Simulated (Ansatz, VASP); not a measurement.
# SiC2 in VASP and in Ansatz

File INCAR:

```
PREC     = Accurate       # precision mode
ENCUT    = 520            # plane-wave cutoff, eV
EDIFF    = 1E-6           # SCF threshold, eV
ISMEAR   = 0              # smearing method
SIGMA    = 0.1            # smearing width, eV
LREAL    = False          # projectors in reciprocal space
LASPH    = True           # aspherical terms in the spheres
NELM     = 80             # most SCF steps
ALGO     = Normal         # electronic algorithm
ISIF     = 2              # what is computed and relaxed
LWAVE    = False          # write WAVECAR
LCHARG   = True           # write CHGCAR
GGA      = PE             # functional
LELF     = True           # ELF
LVHAR    = True         
NBANDS   = 21             # bands
```

The input KPOINTS:

```
regular mesh
0
Gamma
  6 6 2
```

Contents of POSCAR:

```
SiC2
1.0
    2.7134615600      0.0000000000      0.0000000000
   -1.3567307800      2.3499266400      0.0000000000
    0.0000000000      0.0000000000     12.8047316700
Si C
2 4
Direct
    0.6666666700      0.3333333300      0.3333333300
    0.6666666700      0.3333333300      0.6666666700
    0.3333333300      0.6666666700      0.8333333300
    0.3333333300      0.6666666700      0.1666666700
    0.3333333300      0.6666666700      0.5000000000
    0.6666666700      0.3333333300      0.0000000000
```

Input for Ansatz:

```yaml
crystal:
  lattice:
    - [2.71346156, 0.0, 0.0]
    - [-1.35673078, 2.34992664, 0.0]
    - [0.0, 0.0, 12.80473167]
  atoms:
    - { symbol: Si, position: [0.66666667, 0.33333333, 0.33333333] }
    - { symbol: Si, position: [0.66666667, 0.33333333, 0.66666667] }
    - { symbol: C, position: [0.33333333, 0.66666667, 0.83333333] }
    - { symbol: C, position: [0.33333333, 0.66666667, 0.16666667] }
    - { symbol: C, position: [0.33333333, 0.66666667, 0.5] }
    - { symbol: C, position: [0.66666667, 0.33333333, 0.0] }
basis:
  ecutwfc: 420
kpoints:
  mp_grid: { grid: [6, 6, 2] }
hamiltonian:
  xc: pbe
scf:
  occupations: { method: gaussian, width: 0.1 }
  lower_state_search: "off"
output:
  forces: true
  stress: true
  eigenvalues: true
```

Alike in both runs: task single point; functional PBE; k mesh 6 × 6 × 2; occupations gaussian, width 0.1 eV; no spin polarisation.

|  | VASP | Ansatz |
| --- | --- | --- |
| version | VASP 6.6.1 | Ansatz 0.2.0 |
| potentials or method | VASP PAW PBE potentials, release 64 (Si, C), cutoff 520 eV | scalar-relativistic, plane waves, PAW |
| valence electrons in the cell | 24 | 24 |

|  | VASP | Ansatz | Ansatz less VASP |
| --- | --- | --- | --- |
| gap on the k mesh at the Fermi level (eV) | none | none | - |
| pressure (GPa) | -23.0 | -23.1 | -0.02 |
| traceless stress, the component that is largest in VASP (GPa) | -8.90 | -8.93 | -0.022 |
| rms of the force components (eV/Å) | 0.057 | 0.057 | 0.0000 |

Atom by atom the forces differ by 0.000 eV/Å (rms over components). A gap of «none» marks a metal or a gap that the smearing closes.

The k mesh is coarse, so the values compare programs but aren't converged.
